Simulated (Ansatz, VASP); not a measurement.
## One calculation of Ba, two programs

Contents of INCAR:

```
SYSTEM = Ba
PREC = Accurate ; ENCUT = 500
EDIFF = 1E-7 ; ISMEAR = 1
SIGMA = 0.1 ; LREAL = .FALSE.
LASPH = .TRUE. ; NELM = 120
ALGO = Normal ; ISIF = 3
LWAVE = .FALSE. ; LCHARG = .FALSE.
GGA = PS ; IBRION = 2
NSW = 60 ; EDIFFG = -0.005
GGA_COMPAT = .FALSE. ; NELMIN = 4
```

Contents of KPOINTS:

```
Automatic mesh
0
G
  15 15 15
  0 0 0
```

POSCAR

```
Ba
1.0
   -2.5100000000      2.5100000000      2.5100000000
    2.5100000000     -2.5100000000      2.5100000000
    2.5100000000      2.5100000000     -2.5100000000
Ba
1
Direct
    0.0000000000      0.0000000000      0.0000000000
```

Input for Ansatz:

```yaml
crystal:
  lattice:
    - [-2.51, 2.51, 2.51]
    - [2.51, -2.51, 2.51]
    - [2.51, 2.51, -2.51]
  atoms:
    - { symbol: Ba, position: [0.0, 0.0, 0.0] }
kpoints:
  mp_grid: { grid: [15, 15, 15] }
scf:
  occupations: { method: cold, width: 0.1 }
hamiltonian:
  xc: pbesol
  pseudopotentials: { kind: paw, azcp: { folder: soft_1 } }
output:
  forces: true
  stress: true
  populations: false
relax:
  f_tol: 0.005
  max_steps: 40
  cell: {}
```

Alike in both runs: task relaxation of cell and atoms; functional PBEsol; k mesh 15 × 15 × 15; no spin polarisation.

|  | VASP | Ansatz |
| --- | --- | --- |
| version | VASP 6.6.1 | Ansatz 0.2.0 |
| potentials or method | VASP PAW PBE potentials, release 64 (Ba_sv) | plane-wave PAW, scalar-relativistic |
| plane-wave cutoff (eV) | 500 | 420 |
| occupations | methfessel-paxton of order 1, width 0.1 eV | cold, width 0.1 eV |
| valence electrons in the cell | 10 | 10 |

VASP gave:

| Property | Result |
| --- | --- |
| relaxed volume (Å³/atom) | 58.50 |
| relaxed cell length with the largest relative difference (Å) | 4.236 |

Task: Which values does Ansatz return?

Result: Relaxed volume (Å³/atom): 58.10; relaxed cell length with the largest relative difference (Å): 4.226.

VASP's potentials were made for PBE, not for PBEsol, and Ansatz warns of the same on its side.

Spin-orbit coupling is off throughout.
